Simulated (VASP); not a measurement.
# Os (P6_3/mmc) in VASP: further runs

Aim: see how the results for Os move with the level of theory and the settings. Levels: BLYP, SVWN5, HSE06. Tasks: single point.

Program: VASP 6.6.1. These are calculated values, not measurements. Logs are shortened: lines on timing, memory, paths and dates and some standing lists are left out, and cuts for length are marked.

### Step 1. The cell of the first run

Symmetry: P6_3/mmc, No. 194, hexagonal system. The conventional cell has a = 2.716 Å, b = 2.716 Å, c = 4.291 Å, α = 90.00°, β = 90.00°, γ = 120.00°. Os (site symmetry -6m2) has 12 Os at 2.66 to 2.72 Å within 3.5 Å.

### Step 2. Single point, BLYP

File INCAR:

```
  AGGAC = 1.0
  AGGAX = 1.0
  ALDAC = 0.0
  ALDAX = 1.0
  ALGO = Normal
  EDIFF = 1E-6
  ENCUT = 560
  GGA = B5
  GGA_COMPAT = False
  ISIF = 2
  ISMEAR = -1
  LASPH = True
  LCHARG = False
  LREAL = False
  LWAVE = False
  NBANDS = 23
  NELM = 120
  PREC = Accurate
  SIGMA = 0.05
```

File KPOINTS:

```
k-points
0
Gamma
  11 11 6
```

File POSCAR:

```
Os
1.0
    2.7157497827      0.0000000000      0.0000000000
   -1.3578748913      2.3519083021      0.0000000000
    0.0000000000      0.0000000000      4.2907078513
Os
2
Direct
    0.6666666667      0.3333333333      0.7500000000
    0.3333333333      0.6666666667      0.2500000000
```

Potentials or basis: VASP PAW PBE potentials, release 64 (Os_sv_GW).

Command:

```console
cat potpaw_PBE.64/Os_sv_GW/POTCAR > POTCAR
mpirun -np 1 vasp_std > vasp.out
```

OUTCAR:

```text
EDIFF = 1E-6
   ENCUT = 560
   GGA = B5
   ISIF = 2
   ISMEAR = -1
   LASPH = True
   LREAL = False
   NELM = 120
   PREC = Accurate

 ion  position               nearest neighbor table
   1  0.667  0.333  0.750-   2 2.66   2 2.66   2 2.66   2 2.66   2 2.66   2 2.66
   2  0.333  0.667  0.250-   1 2.66   1 2.66   1 2.66   1 2.66   1 2.66   1 2.66

  LATTYP: Found a hexagonal cell.
 ALAT       =     2.7157497827
 C/A-ratio  =     1.5799348963

  Lattice vectors:

 A1 = (   2.7157497827,   0.0000000000,   0.0000000000)
 A2 = (  -1.3578748913,   2.3519083021,   0.0000000000)
 A3 = (   0.0000000000,   0.0000000000,   4.2907078513)

Analysis of symmetry for initial positions (statically):
=====================================================================
 Subroutine PRICEL returns:
 Original cell was already a primitive cell.

 Routine SETGRP: Setting up the symmetry group for a
 hexagonal supercell.

 Subroutine GETGRP returns: Found 24 space group operations
 (whereof 12 operations were pure point group operations)
 out of a pool of 24 trial point group operations.

The static configuration has the point symmetry D_3d.
 The point group associated with its full space group is D_6h.

Analysis of symmetry for dynamics (positions and initial velocities):
=====================================================================
 Subroutine PRICEL returns:
 Original cell was already a primitive cell.

 Routine SETGRP: Setting up the symmetry group for a
 hexagonal supercell.

 Subroutine GETGRP returns: Found 24 space group operations
 (whereof 12 operations were pure point group operations)
 out of a pool of 24 trial point group operations.

The dynamic configuration has the point symmetry D_3d.
 The point group associated with its full space group is D_6h.

 Subroutine INISYM returns: Found 24 space group operations
 (whereof 12 operations are pure point group operations),
 and found     1 'primitive' translations

----------------------------------------------------------------------------------------

                                     Primitive cell

  volume of cell :      27.4056

  direct lattice vectors                    reciprocal lattice vectors
     2.715749783  0.000000000  0.000000000     0.368222436  0.212593322  0.000000000
    -1.357874891  2.351908302  0.000000000     0.000000000  0.425186645  0.000000000
     0.000000000  0.000000000  4.290707851     0.000000000  0.000000000  0.233061778

  length of vectors
     2.715749783  2.715749783  4.290707851     0.425186645  0.425186645  0.233061778

  position of ions in fractional coordinates (direct lattice)
     0.666666667  0.333333333  0.750000000
     0.333333333  0.666666667  0.250000000

  ion indices of the primitive-cell ions
   primitive index   ion index
                 1           1
                 2           2

----------------------------------------------------------------------------------------

 KPOINTS: k-points

Automatic generation of k-mesh.
 Grid dimensions read from file:
 generate k-points for:   11   11    6

 Generating k-lattice:

  Cartesian coordinates                     Fractional coordinates (reciprocal lattice)
     0.033474767  0.019326666  0.000000000     0.090909091  0.000000000  0.000000000
     0.000000000  0.038653331  0.000000000     0.000000000  0.090909091  0.000000000
     0.000000000  0.000000000  0.038843630     0.000000000  0.000000000  0.166666667

  Length of vectors
     0.038653331  0.038653331  0.038843630

  Shift w.r.t. Gamma in fractional coordinates (k-lattice)
     0.000000000  0.000000000  0.000000000

 Subroutine IBZKPT returns following result:
 ===========================================

 Found     64 irreducible k-points:

 Following reciprocal coordinates:
            Coordinates               Weight
  0.000000  0.000000  0.000000      1.000000
  0.090909  0.000000  0.000000      6.000000
  0.181818  0.000000  0.000000      6.000000
  0.272727  0.000000  0.000000      6.000000
  0.363636  0.000000  0.000000      6.000000
  0.454545 -0.000000  0.000000      6.000000
[... 16 lines left out ...]
  0.090909  0.090909  0.166667     12.000000
  0.181818  0.090909  0.166667     24.000000
 [... further k-points ...]
   k-points           NKPTS =     64   k-points in BZ     NKDIM =     64   number of bands    NBANDS=     23
   number of dos      NEDOS =    301   number of ions     NIONS =      2
   total plane-waves  NPLWV =  20736
   dimension x,y,z NGX =    24 NGY =   24 NGZ =   36
   dimension x,y,z NGXF=    48 NGYF=   48 NGZF=   72
   ions per type =               2
   NGX,Y,Z   is equivalent  to a cutoff of  14.69, 14.69, 13.95 a.u.
   NGXF,Y,Z  is equivalent  to a cutoff of  29.38, 29.38, 27.90 a.u.
 SYSTEM =  unknown system
   PREC   = accura    normal or accurate (medium, high low for compatibility)
   ISTART =      0    job   : 0-new  1-cont  2-samecut
   ICHARG =      2    charge: 1-file 2-atom 10-const
   ISPIN  =      1    spin polarized calculation?
   LNONCOLLINEAR =      F non collinear calculations
   LSORBIT =      F    spin-orbit coupling
   LASPH  =      T    aspherical Exc in radial PAW
   ENCUT  =  560.0 eV  41.16 Ry    6.42 a.u.   5.24  5.24  8.28*2*pi/ulx,y,z
   NELM   =    120;   NELMIN=  2; NELMDL= -5     # of ELM steps
   EDIFF  = 0.1E-05   stopping-criterion for ELM
   LREAL  =      F    real-space projection
   EDIFFG = 0.1E-04   stopping-criterion for IOM
   NSW    =      0    number of steps for IOM
   IBRION =     -1    ionic relax: 0-MD 1-quasi-New 2-CG
   NFREE  =      0    steps in history (QN), initial steepest desc. (CG)
   ISIF   =      2    stress and relaxation
   ISYM   =      2    0-nonsym 1-usesym 2-fastsym
   POTIM  = 0.5000    time-step for ionic-motion
   TEBEG  =    0.0;   TEEND  =   0.0 temperature during run
   PSTRESS=    0.0 pullay stress
   NELECT =      32.0000    total number of electrons
   NUPDOWN=      -1.0000    fix difference up-down
   EMIN   =  10.00;   EMAX   =-10.00  energy-range for DOS
   EFERMI =   0.00;   METHOD = LEGACY
   ISMEAR =    -1;   SIGMA  =   0.05  broadening in eV -4-tet -1-fermi 0-gaus
   EFERMI_NEDOS =   21; number of points for ismear=-14 and -15
   IALGO  =     38    algorithm
   IMIX   =      4    mixing-type and parameters
     AMIX     =   0.40;   BMIX     =  1.00
     AMIX_MAG =   1.60;   BMIX_MAG =  1.00
  volume/ion in A,a.u.               =      13.70        92.47
  Fermi-wavevector in a.u.,A,eV,Ry     =   1.723899  3.257697 40.434167  2.971827
  Thomas-Fermi vector in A             =   2.799689
   LORBIT       =      0    0 simple, 1 ext, 2 COOP (PROOUT), +10 PAW based schemes
   GGA     = B5    functional components
   LHFCALC =     F    Hartree Fock is set to
   AEXX    =    0.0000 exact exchange contribution
   IVDW    =     0    specifies the selected vdW correction
   LEPSILON=     F    determine dielectric tensor
   LRPA    =     F    only Hartree local field effects (RPA)
 non-spin polarized calculation
  energy-cutoff  :      560.00
  volume of cell :       27.41
 maximum number of plane-waves:       836
 NGX is ok and might be reduce to    24
   NGX = 11   NGY = 11   NGZ = 17

 number of electron      31.9999999 magnetization

 Free energy of the ion-electron system (eV)
  ---------------------------------------------------
  ext. energy  EPLUGINS =         0.00000000
  ---------------------------------------------------
  free energy    TOTEN  =       -21.29376157 eV

  energy without entropy =      -21.27987974  energy(sigma->0) =      -21.28682066

 E-fermi :  14.7073     XC(G=0): -14.0372

 val. band max:       14.6849808294   @ k =   0.4545   0.0909   0.5000
 cond. band min:      14.7597828979   @ k =   0.3636   0.0909   0.3333
 fundamental gap:      0.0748020685
 Fermi energy:        14.7073412848

 k-point     1 :       0.0000    0.0000    0.0000
  band No.  band energies     occupation
      1     -71.4638      2.00000
      2     -71.3333      2.00000
      3     -31.7754      2.00000
      4     -30.7502      2.00000
      5     -30.7502      2.00000
      6     -30.5568      2.00000
[... 15 lines left out ...]
     22      28.4180      0.00000
     23      30.7836      0.00000

 k-point     2 :       0.0909    0.0000    0.0000
  band No.  band energies     occupation
      1     -71.4561      2.00000
      2     -71.3304      2.00000
      3     -31.7447      2.00000
      4     -30.8157      2.00000
      5     -30.7724      2.00000
      6     -30.6251      2.00000
[... 15 lines left out ...]
     22      29.1266      0.00000
     23      31.2137      0.00000

 k-point     3 :       0.1818    0.0000    0.0000
  band No.  band energies     occupation
      1     -71.4354      2.00000
      2     -71.3233      2.00000
      3     -31.6573      2.00000
      4     -30.9906      2.00000
      5     -30.8298      2.00000
      6     -30.8041      2.00000
[... 15 lines left out ...]
     22      30.4962      0.00000
     23      31.6080      0.00000

 k-point     4 :       0.2727    0.0000    0.0000
  band No.  band energies     occupation
      1     -71.4069      2.00000
      2     -71.3156      2.00000
      3     -31.5283      2.00000
      4     -31.2187      2.00000
      5     -31.0296      2.00000
      6     -30.9017      2.00000
[... 15 lines left out ...]
     22      28.4530      0.00000
     23      30.1903      0.00000

 k-point     5 :       0.3636    0.0000    0.0000
  band No.  band energies     occupation
      1     -71.3780      2.00000
      2     -71.3112      2.00000
      3     -31.4274      2.00000
      4     -31.3817      2.00000
      5     -31.2281      2.00000
      6     -30.9648      2.00000
[... 434 lines left out ...]
 k-point    22 :       0.4545   -0.0000    0.1667
  band No.  band energies     occupation
      1     -71.3546      2.00000
      2     -71.3146      2.00000
      3     -31.6145      2.00000
      4     -31.4141      2.00000
      5     -31.1527      2.00000
      6     -30.9808      2.00000
[... 15 lines left out ...]
     22      26.1512      0.00000
     23      27.8093      0.00000

 k-point    23 :       0.0909    0.0909    0.1667
  band No.  band energies     occupation
      1     -71.4341      2.00000
      2     -71.3333      2.00000
      3     -31.6233      2.00000
      4     -30.8995      2.00000
      5     -30.8476      2.00000
      6     -30.7632      2.00000
[... 15 lines left out ...]
     22      29.7168      0.00000
     23      31.7957      0.00000

 k-point    24 :       0.1818    0.0909    0.1667
  band No.  band energies     occupation
      1     -71.4109      2.00000
      2     -71.3245      2.00000
      3     -31.5473      2.00000
      4     -31.0731      2.00000
      5     -31.0198      2.00000
      6     -30.8510      2.00000
[... 15 lines left out ...]
     22      30.1198      0.00000
     23      30.9934      0.00000

 [... further k-points ...]

------------------------ aborting loop because EDIFF is reached ----------------------------------------

  FORCE on cell =-STRESS in cart. coord.  units (eV):
  Direction    XX          YY          ZZ          XY          YZ          ZX
  --------------------------------------------------------------------------------------
  -------------------------------------------------------------------------------------
  Total        6.1119301      6.1119301      6.3478099      0.0000000      0.0000000      0.0000000
  in kB      357.3138709    357.3138709    371.1038082      0.0000000      0.0000000      0.0000000
  external PRESSURE =     361.9105166 kB  Pullay stress =       0.0000000 kB

 VOLUME and BASIS-vectors are now :
 -----------------------------------------------------------------------------
  energy-cutoff  :      560.00
  volume of cell :       27.41
      direct lattice vectors                 reciprocal lattice vectors
     2.715749783  0.000000000  0.000000000     0.368222436  0.212593322  0.000000000
    -1.357874891  2.351908302  0.000000000     0.000000000  0.425186645  0.000000000
     0.000000000  0.000000000  4.290707851     0.000000000  0.000000000  0.233061778

 POSITION                                       TOTAL-FORCE (eV/Angst)
 -----------------------------------------------------------------------------------
      1.35787      0.78397      3.21803         0.000000      0.000000      0.000000
     -0.00000      1.56794      1.07268        -0.000000      0.000000      0.000000
 -----------------------------------------------------------------------------------
    total drift:                                0.000000     -0.000000      0.000000

  FREE ENERGIE OF THE ION-ELECTRON SYSTEM (eV)
  ---------------------------------------------------
  free  energy   TOTEN  =       -21.2937615734 eV

  energy  without entropy=      -21.2798797445  energy(sigma->0) =      -21.28682066
```

Run time: 62 s. Hardware: 1 thread of Intel Xeon 6975P-C (Granite Rapids), shared host; peak memory 0.17 GiB.

Results:

```
Free energy            : -21.2938 eV
Pressure               : 36.2 GPa
Band gap on the k mesh : zero (bands 16 and 17 overlap by 4.02 eV)
```

Levels at points of the mesh, in eV from the Fermi level:
```csv
k point,band 14,band 15,band 16,band 17,band 18,band 19
"(0.00, 0.00, 0.00)",-2.24,-2.24,-1.59,-1.59,0.47,1.77
"(0.00, 0.00, 0.50)",-3.30,-3.30,-3.30,0.96,0.96,0.96
```

Caveat: the cell stands under pressure; the PAW data sets were made with another functional, which shifts forces and pressure a little; spin-orbit coupling is left out, which moves the levels of the heavy elements.

[end of part 1 of 2]

The gap in the log of VASP goes by the Fermi energy; the results here count the filled bands.